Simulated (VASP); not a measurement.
# Ta2C (P-3m1) in VASP: notebook

Runs on Ta2C. Level: r2SCAN. Tasks: single point.

All numbers are computed with VASP 6.6.1; they aren't measurements. Logs are shortened: lines on timing, memory, paths and dates and some standing lists are left out, and cuts for length are marked.

**1. The cell of the first run**

The structure is trigonal, space group P-3m1 (No. 164). Conventional cell: a = 3.106 Å, b = 3.106 Å, c = 4.946 Å, α = 90.00°, β = 90.00°, γ = 120.00°. Ta (site symmetry 3m) has 3 C at 2.18 Å within 2.9 Å. Within 2.9 Å of C (site symmetry -3m) lie 6 Ta at 2.18 Å.

**2. Single point, r2SCAN**

File POSCAR:

```
Ta2C
1.0
    3.1059007354      0.0000000000      0.0000000000
   -1.5529503677      2.6897889385      0.0000000000
    0.0000000000      0.0000000000      4.9464000000
Ta C
2 1
Direct
    0.3333333333      0.6666666667      0.2520100000
    0.6666666667      0.3333333333      0.7479900000
    0.0000000000      0.0000000000      0.0000000000
```

File INCAR.step1:

```
PREC = Accurate
ENCUT = 520
ISMEAR = 0
SIGMA = 0.1
LREAL = False
LASPH = True
NELM = 100
ISYM = 0
NBANDS = 20
GGA = PE
ALGO = Normal
EDIFF = 1E-4
LWAVE = True
LCHARG = False
```

File INCAR.step2:

```
PREC = Accurate
ENCUT = 520
EDIFF = 1E-7
ISMEAR = 0
SIGMA = 0.1
LREAL = False
LASPH = True
NELM = 100
ALGO = Normal
ISIF = 2
LWAVE = False
LCHARG = True
METAGGA = R2SCAN
LMIXTAU = True
LELF = True
LVHAR = True
ISYM = 0
NBANDS = 20
ISTART = 1
```

File KPOINTS:

```
Automatic mesh
0
Gamma
  12 12 8
  0.5 0.5 0.5
```

Potentials or basis: VASP PAW PBE potentials, release 64 (Ta_pv, C).

Run with:

```sh
$ cat potpaw_PBE.64/Ta_pv/POTCAR potpaw_PBE.64/C/POTCAR > POTCAR
$ cp INCAR.step1 INCAR
$ mpirun -np 1 vasp_std > vasp.out
$ cp INCAR.step2 INCAR
$ mpirun -np 1 vasp_std > vasp.out
```

OUTCAR:

```text
PREC = Accurate
   ENCUT = 520
   EDIFF = 1E-7
   ISMEAR = 0
   LREAL = False
   LASPH = True
   NELM = 100
   ISIF = 2
   METAGGA = R2SCAN
   ISYM = 0
   ISTART = 1

 ion  position               nearest neighbor table
   1  0.333  0.667  0.252-   3 2.18   3 2.18   3 2.18   2 3.04   2 3.04   2 3.04   2 3.07   2 3.07
                             2 3.07
   2  0.667  0.333  0.748-   3 2.18   3 2.18   3 2.18   1 3.04   1 3.04   1 3.04   1 3.07   1 3.07
                             1 3.07
   3  0.000  0.000  0.000-   1 2.18   2 2.18   2 2.18   1 2.18   2 2.18   1 2.18

IMPORTANT INFORMATION: All symmetrisations will be switched off!
NOSYMM: (Re-)initialisation of all symmetry stuff for point group C_1.

----------------------------------------------------------------------------------------

                                     Primitive cell

  volume of cell :      41.3233

  direct lattice vectors                    reciprocal lattice vectors
     3.105900735  0.000000000  0.000000000     0.321967791  0.185888191  0.000000000
    -1.552950368  2.689788939  0.000000000     0.000000000  0.371776382  0.000000000
     0.000000000  0.000000000  4.946400000     0.000000000  0.000000000  0.202167233

  length of vectors
     3.105900735  3.105900735  4.946400000     0.371776382  0.371776382  0.202167233

  position of ions in fractional coordinates (direct lattice)
     0.333333333  0.666666667  0.252010000
     0.666666667  0.333333333  0.747990000
     0.000000000  0.000000000  0.000000000

  ion indices of the primitive-cell ions
   primitive index   ion index
                 1           1
                 2           2
                 3           3

----------------------------------------------------------------------------------------

 KPOINTS: Automatic mesh

Automatic generation of k-mesh.
 Grid dimensions read from file:
 generate k-points for:   12   12    8

 Generating k-lattice:

  Cartesian coordinates                     Fractional coordinates (reciprocal lattice)
     0.026830649  0.015490683  0.000000000     0.083333333 -0.000000000  0.000000000
     0.000000000  0.030981365  0.000000000     0.000000000  0.083333333  0.000000000
     0.000000000  0.000000000  0.025270904     0.000000000  0.000000000  0.125000000

  Length of vectors
     0.030981365  0.030981365  0.025270904

  Shift w.r.t. Gamma in fractional coordinates (k-lattice)
     0.500000000  0.500000000  0.500000000

 Subroutine IBZKPT returns following result:
 ===========================================

 Found   1728 irreducible k-points:

 Following reciprocal coordinates:
            Coordinates               Weight
  0.041667  0.041667  0.062500      2.000000
 -0.041667  0.083333  0.062500      2.000000
 -0.083333  0.041667  0.062500      2.000000
 -0.041667 -0.041667  0.062500      2.000000
  0.041667 -0.083333  0.062500      2.000000
  0.083333 -0.041667  0.062500      2.000000
[... 16 lines left out ...]
  0.041667 -0.250000  0.062500      2.000000
  0.250000 -0.208333  0.062500      2.000000
 [... further k-points ...]
   k-points           NKPTS =   1728   k-points in BZ     NKDIM =   1728   number of bands    NBANDS=     20
   number of dos      NEDOS =    301   number of ions     NIONS =      3
   total plane-waves  NPLWV =  23040
   dimension x,y,z NGX =    24 NGY =   24 NGZ =   40
   dimension x,y,z NGXF=    48 NGYF=   48 NGZF=   80
   ions per type =               2   1
   NGX,Y,Z   is equivalent  to a cutoff of  12.85, 12.85, 13.44 a.u.
   NGXF,Y,Z  is equivalent  to a cutoff of  25.69, 25.69, 26.89 a.u.
 SYSTEM =  unknown system
   PREC   = accura    normal or accurate (medium, high low for compatibility)
   ISTART =      1    job   : 0-new  1-cont  2-samecut
   ICHARG =      0    charge: 1-file 2-atom 10-const
   ISPIN  =      1    spin polarized calculation?
   LNONCOLLINEAR =      F non collinear calculations
   LSORBIT =      F    spin-orbit coupling
   LASPH  =      T    aspherical Exc in radial PAW
   ENCUT  =  520.0 eV  38.22 Ry    6.18 a.u.   5.77  5.77  9.20*2*pi/ulx,y,z
   NELM   =    100;   NELMIN=  2; NELMDL=  0     # of ELM steps
   EDIFF  = 0.1E-06   stopping-criterion for ELM
   LREAL  =      F    real-space projection
   EDIFFG = 0.1E-05   stopping-criterion for IOM
   NSW    =      0    number of steps for IOM
   IBRION =     -1    ionic relax: 0-MD 1-quasi-New 2-CG
   NFREE  =      0    steps in history (QN), initial steepest desc. (CG)
   ISIF   =      2    stress and relaxation
   ISYM   =      0    0-nonsym 1-usesym 2-fastsym
   POTIM  = 0.5000    time-step for ionic-motion
   TEBEG  =    0.0;   TEEND  =   0.0 temperature during run
   PSTRESS=    0.0 pullay stress
   NELECT =      26.0000    total number of electrons
   NUPDOWN=      -1.0000    fix difference up-down
   EMIN   =  10.00;   EMAX   =-10.00  energy-range for DOS
   EFERMI =   0.00;   METHOD = LEGACY
   ISMEAR =     0;   SIGMA  =   0.10  broadening in eV -4-tet -1-fermi 0-gaus
   EFERMI_NEDOS =   21; number of points for ismear=-14 and -15
   IALGO  =     38    algorithm
   IMIX   =      4    mixing-type and parameters
     AMIX     =   0.40;   BMIX     =  1.00
     AMIX_MAG =   1.60;   BMIX_MAG =  1.00
  volume/ion in A,a.u.               =      13.77        92.95
  Fermi-wavevector in a.u.,A,eV,Ry     =   1.402817  2.650939 26.774835  1.967895
  Thomas-Fermi vector in A             =   2.525541
   LORBIT       =      0    0 simple, 1 ext, 2 COOP (PROOUT), +10 PAW based schemes
   METAGGA = R2SCAN    functional components
   LHFCALC =     F    Hartree Fock is set to
   AEXX    =    0.0000 exact exchange contribution
   IVDW    =     0    specifies the selected vdW correction
   LEPSILON=     F    determine dielectric tensor
   LRPA    =     F    only Hartree local field effects (RPA)
 non-spin polarized calculation
 Gauss-broadening in eV      SIGMA  =   0.10
  energy-cutoff  :      520.00
  volume of cell :       41.32
 maximum number of plane-waves:      1125
   NGX = 11   NGY = 11   NGZ = 19

 number of electron      26.0000001 magnetization

 Free energy of the ion-electron system (eV)
  ---------------------------------------------------
  ext. energy  EPLUGINS =         0.00000000
  ---------------------------------------------------
  free energy    TOTEN  =      -109.16345734 eV

  energy without entropy =     -109.16022904  energy(sigma->0) =     -109.16184319

 E-fermi :   6.5683     XC(G=0): -13.8641

 val. band max:        6.5495819457   @ k =  -0.1667  -0.3750  -0.4375
 cond. band min:       6.5858405916   @ k =   0.4167   0.4583   0.4375
 fundamental gap:      0.0362586459
 Fermi energy:         6.5683098906

 k-point     1 :       0.0417    0.0417    0.0625
  band No.  band energies     occupation
      1     -29.6202      2.00000
      2     -28.9611      2.00000
      3     -28.9425      2.00000
      4     -28.8508      2.00000
      5     -28.8223      2.00000
      6     -28.7435      2.00000
[... 12 lines left out ...]
     19      10.2169      0.00000
     20      14.2746      0.00000

 k-point     2 :      -0.0417    0.0833    0.0625
  band No.  band energies     occupation
      1     -29.6202      2.00000
      2     -28.9611      2.00000
      3     -28.9425      2.00000
      4     -28.8508      2.00000
      5     -28.8223      2.00000
      6     -28.7435      2.00000
[... 12 lines left out ...]
     19      10.2169      0.00000
     20      14.2746      0.00000

 k-point     3 :      -0.0833    0.0417    0.0625
  band No.  band energies     occupation
      1     -29.6202      2.00000
      2     -28.9611      2.00000
      3     -28.9425      2.00000
      4     -28.8508      2.00000
      5     -28.8223      2.00000
      6     -28.7435      2.00000
[... 12 lines left out ...]
     19      10.2169      0.00000
     20      14.2746      0.00000

 k-point     4 :      -0.0417   -0.0417    0.0625
  band No.  band energies     occupation
      1     -29.6202      2.00000
      2     -28.9611      2.00000
      3     -28.9425      2.00000
      4     -28.8508      2.00000
      5     -28.8223      2.00000
      6     -28.7435      2.00000
[... 12 lines left out ...]
     19      10.2169      0.00000
     20      14.2746      0.00000

 k-point     5 :       0.0417   -0.0833    0.0625
  band No.  band energies     occupation
      1     -29.6202      2.00000
      2     -28.9611      2.00000
      3     -28.9425      2.00000
      4     -28.8508      2.00000
      5     -28.8223      2.00000
      6     -28.7435      2.00000
[... 12 lines left out ...]
     19      10.2169      0.00000
     20      14.2746      0.00000

 k-point     6 :       0.0833   -0.0417    0.0625
  band No.  band energies     occupation
      1     -29.6202      2.00000
      2     -28.9611      2.00000
      3     -28.9425      2.00000
      4     -28.8508      2.00000
      5     -28.8223      2.00000
      6     -28.7435      2.00000
[... 12 lines left out ...]
     19      10.2169      0.00000
     20      14.2746      0.00000

 k-point     7 :       0.1250    0.0417    0.0625
  band No.  band energies     occupation
      1     -29.5736      2.00000
      2     -29.0562      2.00000
      3     -28.9927      2.00000
      4     -28.9367      2.00000
      5     -28.8346      2.00000
      6     -28.7586      2.00000
[... 12 lines left out ...]
     19      11.3323      0.00000
     20      14.2869      0.00000
[... 277 lines left out ...]
 k-point    20 :      -0.0417    0.2500    0.0625
  band No.  band energies     occupation
      1     -29.5022      2.00000
      2     -29.2033      2.00000
      3     -29.0978      2.00000
      4     -29.0122      2.00000
      5     -28.8581      2.00000
      6     -28.7939      2.00000
[... 12 lines left out ...]
     19      12.9344      0.00000
     20      13.4643      0.00000

 k-point    21 :      -0.2500    0.2083    0.0625
  band No.  band energies     occupation
      1     -29.4970      2.00000
      2     -29.2075      2.00000
      3     -29.1022      2.00000
      4     -29.0155      2.00000
      5     -28.8550      2.00000
      6     -28.7903      2.00000
[... 12 lines left out ...]
     19      12.4241      0.00000
     20      14.0665      0.00000

 k-point    22 :      -0.2083   -0.0417    0.0625
  band No.  band energies     occupation
      1     -29.5022      2.00000
      2     -29.2033      2.00000
      3     -29.0978      2.00000
      4     -29.0122      2.00000
      5     -28.8581      2.00000
      6     -28.7939      2.00000
[... 12 lines left out ...]
     19      12.9344      0.00000
     20      13.4643      0.00000

 k-point    23 :       0.0417   -0.2500    0.0625
  band No.  band energies     occupation
      1     -29.4970      2.00000
      2     -29.2075      2.00000
      3     -29.1022      2.00000
      4     -29.0155      2.00000
      5     -28.8550      2.00000
      6     -28.7903      2.00000
[... 12 lines left out ...]
     19      12.4241      0.00000
     20      14.0665      0.00000

 k-point    24 :       0.2500   -0.2083    0.0625
  band No.  band energies     occupation
      1     -29.5022      2.00000
      2     -29.2033      2.00000
      3     -29.0978      2.00000
      4     -29.0122      2.00000
      5     -28.8581      2.00000
      6     -28.7939      2.00000
[... 12 lines left out ...]
     19      12.9344      0.00000
     20      13.4643      0.00000

 [... further k-points ...]

------------------------ aborting loop because EDIFF is reached ----------------------------------------

  FORCE on cell =-STRESS in cart. coord.  units (eV):
  Direction    XX          YY          ZZ          XY          YZ          ZX
  --------------------------------------------------------------------------------------
  -------------------------------------------------------------------------------------
  Total        0.5318942      0.5318989      0.4172286      0.0000042      0.0000021     -0.0000037
  in kB       20.6224767     20.6226585     16.1766879      0.0001620      0.0000819     -0.0001441
  external PRESSURE =      19.1406077 kB  Pullay stress =       0.0000000 kB

 VOLUME and BASIS-vectors are now :
 -----------------------------------------------------------------------------
  energy-cutoff  :      520.00
  volume of cell :       41.32
      direct lattice vectors                 reciprocal lattice vectors
     3.105900735  0.000000000  0.000000000     0.321967791  0.185888191  0.000000000
    -1.552950368  2.689788939  0.000000000     0.000000000  0.371776382  0.000000000
     0.000000000  0.000000000  4.946400000     0.000000000  0.000000000  0.202167233

 POSITION                                       TOTAL-FORCE (eV/Angst)
 -----------------------------------------------------------------------------------
     -0.00000      1.79319      1.24654         0.000001     -0.000001      0.308875
      1.55295      0.89660      3.69986        -0.000001      0.000001     -0.308834
      0.00000      0.00000      0.00000         0.000000     -0.000000     -0.000041
 -----------------------------------------------------------------------------------
    total drift:                                0.000003     -0.000001     -0.000036

  FREE ENERGIE OF THE ION-ELECTRON SYSTEM (eV)
  ---------------------------------------------------
  free  energy   TOTEN  =      -109.1634573379 eV

  energy  without entropy=     -109.1602290369  energy(sigma->0) =     -109.16184319
```

Wall time 66 min (1 thread of Intel Xeon 8259CL, shared host); peak memory 1.2 GiB.

Results:

```yaml
Free_energy: -109.1635 eV
Pressure: 1.9 GPa
Largest_force: 0.309 eV/Å
Band_gap_on_the_k_mesh: zero (bands 13 and 14 overlap by 0.60 eV)
```

Forces in eV/Å, atoms in the order of the input:
```
Ta   0.000  0.000  0.309
Ta   0.000  0.000 -0.309
C    0.000  0.000  0.000
```

Caveat: the PAW data sets were made with another functional, which shifts forces and pressure a little; spin-orbit coupling is left out, which moves the levels of the heavy elements.

**3. Single point, r2SCAN**

POSCAR is that of step 2.

File INCAR.step1:

```
PREC     = Accurate       # precision mode
ENCUT    = 520            # plane-wave cutoff, eV
ISMEAR   = 0              # smearing method
SIGMA    = 0.1            # smearing width, eV
LREAL    = F              # projectors in reciprocal space
LASPH    = T              # aspherical terms in the spheres
NELM     = 60             # most SCF steps
NBANDS   = 20             # bands
GGA      = PE             # functional
ALGO     = Normal         # electronic algorithm
EDIFF    = 1E-4           # SCF threshold, eV
LWAVE    = T              # write WAVECAR
LCHARG   = F              # write CHGCAR
```

File INCAR.step2:

```
PREC     = Accurate       # precision mode
ENCUT    = 520            # plane-wave cutoff, eV
EDIFF    = 1E-6           # SCF threshold, eV
ISMEAR   = 0              # smearing method
SIGMA    = 0.1            # smearing width, eV
LREAL    = F              # projectors in reciprocal space
LASPH    = T              # aspherical terms in the spheres
NELM     = 60             # most SCF steps
ALGO     = Normal         # electronic algorithm
ISIF     = 2              # what is computed and relaxed
LWAVE    = F              # write WAVECAR
LCHARG   = F              # write CHGCAR
METAGGA  = R2SCAN         # meta-GGA
LMIXTAU  = T            
NBANDS   = 20             # bands
ISTART   = 1
```

File KPOINTS:

```
Automatic mesh
0
Gamma
  21 21 12
```

Potentials or basis: VASP PAW PBE potentials, release 64 (Ta_pv, C).

Run with:

```sh
$ cat potpaw_PBE.64/Ta_pv/POTCAR potpaw_PBE.64/C/POTCAR > POTCAR
$ cp INCAR.step1 INCAR
$ mpirun -np 1 vasp_std > vasp.out
$ cp INCAR.step2 INCAR
$ mpirun -np 1 vasp_std > vasp.out
```

Wall time 17 min (1 thread of AMD EPYC 9R45 (Zen 5), shared host); peak memory 0.45 GiB.

It converged, with:

* Free energy: -109.1637 eV
* Pressure: 1.9 GPa
* Largest force: 0.290 eV/Å
* Band gap on the k mesh: zero (bands 13 and 14 overlap by 0.86 eV)

Forces on the atoms (eV/Å):
```
Ta   0.000  0.000  0.290
Ta   0.000  0.000 -0.290
C    0.000  0.000  0.000
```

Stress tensor (GPa, compression positive):
```
2.12 0.00 0.00
0.00 2.12 0.00
0.00 0.00 1.49
```

Levels at points of the mesh, in eV from the Fermi level:
```csv
k point,band 9,band 10,band 11,band 12,band 13,band 14,band 15,band 16,band 17,band 18
"(0.00, 0.00, 0.00)",-3.91,-3.91,-3.49,-0.01,0.52,0.52,1.17,1.17,2.50,2.50
"(0.00, 0.00, 0.50)",-4.16,-4.16,-1.92,-1.86,-0.24,-0.24,2.96,2.96,3.64,3.64
```

Caveat: the PAW data sets were made with another functional, which shifts forces and pressure a little; spin-orbit coupling is left out, which moves the levels of the heavy elements.

The gap in the log of VASP goes by the Fermi energy; the results here count the filled bands.